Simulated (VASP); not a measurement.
The system is CdF3.

```
CELL_PARAMETERS angstrom
-2.52647 2.52647 2.52647
2.52647 -2.52647 2.52647
2.52647 2.52647 -2.52647
ATOMIC_POSITIONS crystal
Cd 0.00000 0.00000 0.00000
F 0.00000 0.50000 0.50000
F 0.50000 0.00000 0.50000
F 0.50000 0.50000 0.00000
```

* Program: VASP 6.6.1
* Task: relaxation of cell and atoms
* Functional: PBE
* Potentials or basis: VASP PAW PBE potentials, release 64 (Cd, F)
* Cutoff: 600 eV
* k mesh: 6 × 6 × 6
* Occupations: gaussian, width 0.1 eV
* Spin: collinear spin, ferromagnetic start
* Starting moments: [0.0, 1.0, 1.0, 1.0] μB

At the start: pressure -10.3 GPa; volume 16.13 Å³/atom.

Problem. Where does the relaxation end?

Solution. Over 3 steps the energy falls by 129.5 meV/atom and the volume is 12.99 Å³/atom (-19.4 %); space group Im-3m (No. 229, to 0.05 Å); moment 1.00 μB per cell.

Step by step:
| step | energy change (eV) | largest force (eV/Å) | pressure (GPa) | volume (Å³) |
| --- | --- | --- | --- | --- |
| 1 | 0.0000 | 0.0000 | -10.31 | 64.51 |
| 2 | -0.4621 | 0.0000 | -4.67 | 55.29 |
| 3 | -0.5180 | 0.0000 | -0.44 | 51.97 |

Final structure:
```
Cd F
1.0
    -2.35085    2.35085    2.35085
     2.35085   -2.35085    2.35085
     2.35085    2.35085   -2.35085
Cd F
1 3
Direct
  0.00000 0.00000 0.00000
  0.00000 0.50000 0.50000
  0.50000 0.00000 0.50000
  0.50000 0.50000 0.00000
```

Caveat: the volume moved by over 15 % at a fixed basis, so the end points are rough.
